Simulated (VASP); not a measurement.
# C (P6_3/mmc) in VASP: notebook, part 2 of 2

VASP 6.6.1.

### Step 4. Single point, PBE (5.18 Å³/atom)

This run uses another cell than the first one, of 5.18 Å³/atom.

File INCAR:

```
PREC = Accurate
ENCUT = 520
EDIFF = 1E-6
ISMEAR = 0
SIGMA = 0.02
LREAL = Auto
LASPH = True
NELM = 100
ALGO = Normal
ISIF = 2
LWAVE = False
LCHARG = False
GGA = PE
NBANDS = 46
```

File KPOINTS:

```
regular mesh
0
Gamma
  12 12 2
```

File POSCAR:

```
C
1.0
    2.4434557503      0.0000000000      0.0000000000
   -1.2217278752      2.1160947528      0.0000000000
    0.0000000000      0.0000000000     16.0438030327
C
16
Direct
    0.0000000000      0.0000000000      0.0466975868
    0.0000000000      0.0000000000      0.5466975868
    0.0000000000      0.0000000000      0.4533024132
    0.0000000000      0.0000000000      0.9533024132
    0.3333333333      0.6666666667      0.0778868284
    0.6666666667      0.3333333333      0.5778868284
    0.3333333333      0.6666666667      0.4221131716
    0.6666666667      0.3333333333      0.9221131716
    0.3333333333      0.6666666667      0.1712198552
    0.6666666667      0.3333333333      0.6712198552
    0.3333333333      0.6666666667      0.3287801448
    0.6666666667      0.3333333333      0.8287801448
    0.3333333333      0.6666666667      0.7973529885
    0.6666666667      0.3333333333      0.2973529885
    0.3333333333      0.6666666667      0.7026470115
    0.6666666667      0.3333333333      0.2026470115
```

Potentials or basis: VASP PAW PBE potentials, release 64 (C).

Launch:

```
$ cat potpaw_PBE.64/C/POTCAR > POTCAR
$ mpirun -np 1 vasp_std > vasp.out
```

OUTCAR:

```text
PREC = Accurate
   ENCUT = 520
   EDIFF = 1E-6
   ISMEAR = 0
   LREAL = Auto
   LASPH = True
   NELM = 100
   ISIF = 2
   GGA = PE

 ion  position               nearest neighbor table
   1  0.000  0.000  0.047-   5 1.50   5 1.50   5 1.50   4 1.50
   2  0.000  0.000  0.547-   6 1.50   6 1.50   6 1.50   3 1.50
   3  0.000  0.000  0.453-   7 1.50   7 1.50   7 1.50   2 1.50
   4  0.000  0.000  0.953-   8 1.50   8 1.50   8 1.50   1 1.50
   5  0.333  0.667  0.078-   1 1.50   1 1.50   1 1.50   9 1.50
   6  0.667  0.333  0.578-   2 1.50   2 1.50   2 1.50  10 1.50
[... 8 lines left out ...]
  15  0.333  0.667  0.703-  10 1.50  10 1.50  10 1.50  13 1.52
  16  0.667  0.333  0.203-   9 1.50   9 1.50   9 1.50  14 1.52

  LATTYP: Found a hexagonal cell.
 ALAT       =     2.4434557503
 C/A-ratio  =     6.5660297023

  Lattice vectors:

 A1 = (   2.4434557503,   0.0000000000,   0.0000000000)
 A2 = (  -1.2217278752,   2.1160947528,   0.0000000000)
 A3 = (   0.0000000000,   0.0000000000,  16.0438030327)

Analysis of symmetry for initial positions (statically):
=====================================================================
 Subroutine PRICEL returns:
 Original cell was already a primitive cell.

 Routine SETGRP: Setting up the symmetry group for a
 hexagonal supercell.

 Subroutine GETGRP returns: Found 24 space group operations
 (whereof 12 operations were pure point group operations)
 out of a pool of 24 trial point group operations.

The static configuration has the point symmetry D_3d.
 The point group associated with its full space group is D_6h.

Analysis of symmetry for dynamics (positions and initial velocities):
=====================================================================
 Subroutine PRICEL returns:
 Original cell was already a primitive cell.

 Routine SETGRP: Setting up the symmetry group for a
 hexagonal supercell.

[... 155 lines left out ...]
  Fermi-wavevector in a.u.,A,eV,Ry     =   1.501479  2.837383 30.673496  2.254438
  Thomas-Fermi vector in A             =   2.612844
   LORBIT       =      0    0 simple, 1 ext, 2 COOP (PROOUT), +10 PAW based schemes
   GGA     = PE    functional components
   LHFCALC =     F    Hartree Fock is set to
   AEXX    =    0.0000 exact exchange contribution
   IVDW    =     0    specifies the selected vdW correction
   LEPSILON=     F    determine dielectric tensor
   LRPA    =     F    only Hartree local field effects (RPA)
 non-spin polarized calculation
 Gauss-broadening in eV      SIGMA  =   0.02
  energy-cutoff  :      520.00
  volume of cell :       82.96
 maximum number of plane-waves:      2283
   NGX =  9   NGY =  9   NGZ = 59

 number of electron      63.9999988 magnetization

 Free energy of the ion-electron system (eV)
  ---------------------------------------------------
  ext. energy  EPLUGINS =         0.00000000
  ---------------------------------------------------
  free energy    TOTEN  =      -144.21014776 eV

  energy without entropy =     -144.21014776  energy(sigma->0) =     -144.21014776

 E-fermi :  11.2871     XC(G=0): -13.7055

 val. band max:       11.1587041424   @ k =   0.0000   0.0000   0.0000
 cond. band min:      15.7879876057   @ k =   0.3333  -0.0000   0.0000
 fundamental gap:      4.6292834633
 Fermi energy:        11.2870977131

 k-point     1 :       0.0000    0.0000    0.0000
  band No.  band energies     occupation
      1     -11.6576      2.00000
      2     -11.2308      2.00000
      3     -11.1705      2.00000
      4      -9.8682      2.00000
      5      -9.8176      2.00000
      6      -7.6620      2.00000
[... 1117 lines left out ...]
     43      20.0530      0.00000
     44      20.0530      0.00000

 [... further k-points ...]

 [bands above 44 left out]

------------------------ aborting loop because EDIFF is reached ----------------------------------------

  FORCE on cell =-STRESS in cart. coord.  units (eV):
  Direction    XX          YY          ZZ          XY          YZ          ZX
  --------------------------------------------------------------------------------------
  -------------------------------------------------------------------------------------
  Total       25.7153764     25.7153764     25.5942313     -0.0000000      0.0000000     -0.0000000
  in kB      496.6569952    496.6569952    494.3172448     -0.0000000      0.0000000     -0.0000000
  external PRESSURE =     495.8770784 kB  Pullay stress =       0.0000000 kB

 VOLUME and BASIS-vectors are now :
 -----------------------------------------------------------------------------
  energy-cutoff  :      520.00
  volume of cell :       82.96
      direct lattice vectors                 reciprocal lattice vectors
     2.443455750  0.000000000  0.000000000     0.409256439  0.236284315  0.000000000
    -1.221727875  2.116094753  0.000000000     0.000000000  0.472568631  0.000000000
     0.000000000  0.000000000 16.043803033     0.000000000  0.000000000  0.062329362

 POSITION                                       TOTAL-FORCE (eV/Angst)
 -----------------------------------------------------------------------------------
      0.00000      0.00000      0.74921        -0.000000      0.000000     -0.007118
      0.00000      0.00000      8.77111         0.000000     -0.000000     -0.007118
      0.00000      0.00000      7.27269         0.000000      0.000000      0.007118
      0.00000      0.00000     15.29460         0.000000     -0.000000      0.007118
     -0.00000      1.41073      1.24960        -0.000000      0.000000     -0.007958
      1.22173      0.70536      9.27150         0.000000     -0.000000     -0.007958
[... 8 lines left out ...]
     -0.00000      1.41073     11.27313        -0.000000      0.000000      0.025424
      1.22173      0.70536      3.25123         0.000000     -0.000000      0.025424
 -----------------------------------------------------------------------------------
    total drift:                                0.000000     -0.000000      0.000000

  FREE ENERGIE OF THE ION-ELECTRON SYSTEM (eV)
  ---------------------------------------------------
  free  energy   TOTEN  =      -144.2101477620 eV

  energy  without entropy=     -144.2101477620  energy(sigma->0) =     -144.21014776
```

Run time: 91 s. Hardware: 1 thread of Intel Xeon 6975P-C (Granite Rapids), shared host; peak memory 0.23 GiB.

What came out:

| Property | Result |
| --- | --- |
| Free energy | -144.2101 eV |
| Pressure | 49.6 GPa |
| Largest force | 0.025 eV/Å |
| Band gap on the k mesh | 4.63 eV (least direct gap 5.64 eV) |

Forces on the atoms (eV/Å):
```
C    0.000  0.000 -0.007
C    0.000  0.000 -0.007
C    0.000  0.000  0.007
C    0.000  0.000  0.007
C    0.000  0.000 -0.008
C    0.000  0.000 -0.008
C    0.000  0.000  0.008
C    0.000  0.000  0.008
C    0.000  0.000 -0.004
C    0.000  0.000 -0.004
C    0.000  0.000  0.004
C    0.000  0.000  0.004
C    0.000  0.000 -0.025
C    0.000  0.000 -0.025
C    0.000  0.000  0.025
C    0.000  0.000  0.025
```

Levels at points of the mesh, in eV from the valence-band top:
```csv
k point,band 30,band 31,band 32,band 33,band 34,band 35
"(0.00, 0.00, 0.00)",-0.15,0.00,0.00,5.64,5.64,5.77
"(0.50, 0.00, 0.00)",-3.91,-3.64,-3.14,4.85,5.14,5.21
"(0.00, 0.00, 0.50)",-0.21,-0.21,-0.21,5.89,5.89,5.89
"(0.50, 0.00, 0.50)",-3.87,-3.36,-3.36,4.93,4.93,5.59
```

Caveat: the cell stands under pressure.

### Step 5. Summary

```csv
cell,k mesh,smearing,gap on the mesh (eV),pressure (GPa),largest force (eV/Å)
"a = 2.522, b = 2.522, c = 16.474 Å, angles 90.0, 90.0, 120.0°, 16 atoms, atomic positions A",12 × 12 × 1,gaussian 0.1 eV,4.36,2.7,0.32
"a = 2.416, b = 2.416, c = 15.865 Å, angles 90.0, 90.0, 120.0°, 16 atoms, atomic positions B",12 × 12 × 2,gaussian 0.02 eV,4.71,71.2,0.01
"a = 2.443, b = 2.443, c = 16.044 Å, angles 90.0, 90.0, 120.0°, 16 atoms, atomic positions B",12 × 12 × 2,gaussian 0.02 eV,4.63,49.6,0.03
```

Alike in all rows: task single point; level PBE; potentials or basis VASP PAW PBE potentials, release 64 (C); no spin polarisation; cutoff (eV) 520.

Caveats: the cell stands under pressure (at least some runs); an odd mesh through Γ misses points on the zone boundary, where band edges can lie (at least some runs).

Absolute energies hang on the potentials; compare differences alone.
